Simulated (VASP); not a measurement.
# LiBe24: relaxation of the atoms with LDA

System: LiBe24, a slab with vacuum.

```
Be Li
1.0
     4.45243    0.00000    0.00000
     0.00000    7.03315    0.00000
     0.00000    0.00000   19.79987
Be Li
24 1
Direct
  0.00000 0.37500 0.20202
  0.00000 0.87500 0.20202
  0.50000 0.37500 0.20202
  0.50000 0.87500 0.20202
  0.25000 0.12500 0.23448
  0.25000 0.62500 0.23448
  0.75000 0.12500 0.23448
  0.75000 0.62500 0.23448
  0.25000 0.37500 0.29939
  0.25000 0.87500 0.29939
  0.75000 0.37500 0.29939
  0.75000 0.87500 0.29939
  0.00000 0.12500 0.32615
  0.00000 0.62500 0.32615
  0.50000 0.12500 0.32615
  0.50000 0.62500 0.32615
  0.00000 0.37500 0.39697
  0.00000 0.87500 0.39697
  0.50000 0.37500 0.39697
  0.50000 0.87500 0.39697
  0.25000 0.12500 0.41919
  0.25000 0.62500 0.41919
  0.75000 0.12500 0.41919
  0.75000 0.62500 0.41919
  0.25000 0.37500 0.48704
```

```json
{
  "Program": "VASP 6.6.1",
  "Task": "relaxation of the atoms",
  "Functional": "LDA",
  "Potentials or basis": "VASP PAW LDA potentials, release 64 (Be, Li_sv)",
  "Cutoff": "520 eV",
  "k mesh": "6 × 4 × 1",
  "Occupations": "gaussian, width 0.1 eV",
  "Spin": "no spin polarisation",
  "Dipole correction": "yes",
  "Atoms held fixed (from 0)": "[0, 1, 2, 3, 4, 5, 6, 7, 8, 9, 10, 11, 12, 13, 14, 15, 16, 17, 18, 19, 20, 21, 22, 23, 24]",
  "Further INCAR settings": "LREAL = Auto; ALGO = Normal; EDIFF = 1e-07; IBRION = 2; EDIFFG = -0.025; NSW = 36"
}
```

The energy gained by relaxing is 13.3 meV/atom. The ionic steps are 4. The band gap on the k mesh is zero (an odd number of electrons rules out a gap without spin polarisation).

Step by step:
| step | energy change (eV) | largest force on free atoms (eV/Å) | pressure (GPa) |
| --- | --- | --- | --- |
| 1 | 0.0000 | 2.1909 | -0.03 |
| 2 | -0.1864 | 1.3540 | -0.17 |
| 3 | -0.3320 | 0.1030 | -0.39 |
| 4 | -0.3331 | 0.0198 | -0.41 |

Final structure:
```
Be Li
1.0
     4.45243    0.00000    0.00000
     0.00000    7.03315    0.00000
     0.00000    0.00000   19.79987
Be Li
24 1
Direct
  0.00000 0.37500 0.20202
  0.00000 0.87500 0.20202
  0.50000 0.37500 0.20202
  0.50000 0.87500 0.20202
  0.25000 0.12500 0.23448
  0.25000 0.62500 0.23448
  0.75000 0.12500 0.23448
  0.75000 0.62500 0.23448
  0.25000 0.37500 0.29939
  0.25000 0.87500 0.29939
  0.75000 0.37500 0.29939
  0.75000 0.87500 0.29939
  0.00000 0.12500 0.32615
  0.00000 0.62500 0.32615
  0.50000 0.12500 0.32615
  0.50000 0.62500 0.32615
  0.00000 0.37500 0.39697
  0.00000 0.87500 0.39697
  0.50000 0.37500 0.39697
  0.50000 0.87500 0.39697
  0.25000 0.12500 0.41919
  0.25000 0.62500 0.41919
  0.75000 0.12500 0.41919
  0.75000 0.62500 0.41919
  0.25000 0.37500 0.50394
```

Levels at points of the mesh, in eV from the Fermi level:
| k point | band 23 | band 24 | band 25 | band 26 | band 27 | band 28 | band 29 | band 30 |
| --- | --- | --- | --- | --- | --- | --- | --- | --- |
| (0.00, 0.00, 0.00) | -1.16 | -0.73 | -0.23 | -0.19 | 0.16 | 0.43 | 1.41 | 1.96 |
| (0.50, 0.00, 0.00) | -1.37 | 0.49 | 0.71 | 0.87 | 1.20 | 1.24 | 1.28 | 1.44 |
| (0.00, 0.50, 0.00) | -1.16 | -1.01 | -0.99 | -0.28 | -0.03 | 0.79 | 0.87 | 1.98 |
| (0.50, 0.50, 0.00) | -0.95 | -0.73 | -0.63 | 0.26 | 0.38 | 0.40 | 0.44 | 2.22 |

Wall time 6.5 min on 4 MPI ranks on Intel(R) Xeon(R) 6975P-C (Granite Rapids), with other jobs on the host, peak memory 0.61 GiB a rank.

Caveat: the cutoff is under 1.25 times the usual one of these potentials, so pressure, stress and relaxed cells hold a basis-set (Pulay) error.
